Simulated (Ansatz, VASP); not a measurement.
## One calculation of HfO2, two programs

INCAR

```
  PREC = Accurate
  ENCUT = 520
  EDIFF = 1E-6
  ISMEAR = -1
  SIGMA = 0.02
  LREAL = False
  LASPH = True
  NELM = 60
  ALGO = Normal
  ISIF = 2
  LWAVE = False
  LCHARG = False
  GGA = PE
  NBANDS = 18
```

The input KPOINTS:

```
Automatic mesh
0
Gamma
  8 8 8
```

The input POSCAR:

```
HfO2
1.0
    0.0000000000      2.5291823184      2.5291823184
    2.5291823184      0.0000000000      2.5291823184
    2.5291823184      2.5291823184      0.0000000000
Hf O
1 2
Direct
    0.0000000000      0.0000000000      0.0000000000
    0.2500000000      0.2500000000      0.2500000000
    0.7500000000      0.7500000000      0.7500000000
```

Input for Ansatz:

```yaml
crystal:
  lattice:
    - [0.0, 2.5291823184, 2.5291823184]
    - [2.5291823184, 0.0, 2.5291823184]
    - [2.5291823184, 2.5291823184, 0.0]
  atoms:
    - { symbol: Hf, position: [0.0, 0.0, 0.0] }
    - { symbol: O, position: [0.25, 0.25, 0.25] }
    - { symbol: O, position: [0.75, 0.75, 0.75] }
kpoints:
  mp_grid: { grid: [8, 8, 8] }
  band_path:
    path:
      - [0.0, 0.0, 0.0]
      - [0.5, 0.0, 0.5]
      - [0.625, 0.25, 0.625]
      - [0.375, 0.375, 0.75]
      - [0.5, 0.5, 0.5]
      - [0.5, 0.25, 0.75]
    npoints: 1
hamiltonian:
  xc: pbe
scf:
  occupations: { method: fermi_dirac, width: 0.02 }
  n_extra_bands: 4
output:
  forces: true
  stress: true
  eigenvalues: true
```

Alike in both runs: task single point; functional PBE; k mesh 8 × 8 × 8; occupations fermi-dirac, width 0.02 eV; no spin polarisation.

|  | VASP | Ansatz |
| --- | --- | --- |
| version | VASP 6.6.1 | Ansatz 0.2.0 |
| potentials or method | VASP PAW PBE potentials, release 64 (Hf_pv, O) | plane waves, PAW |
| plane-wave cutoff (eV) | 520 | 420 |
| valence electrons in the cell | 22 | 38 |

|  | VASP | Ansatz | Ansatz less VASP |
| --- | --- | --- | --- |
| gap on the k mesh at the Fermi level (eV) | 3.82 | 3.80 | -0.017 |
| pressure (GPa) | 2.1 | 6.0 | +3.84 |

The functional is the same, so the differences come from potentials, cutoffs and numerics. VASP's potentials hold 22 valence electrons a cell and Ansatz's 38, so a difference there can come from the potentials and not from the codes.

Neither program's run includes spin-orbit coupling.
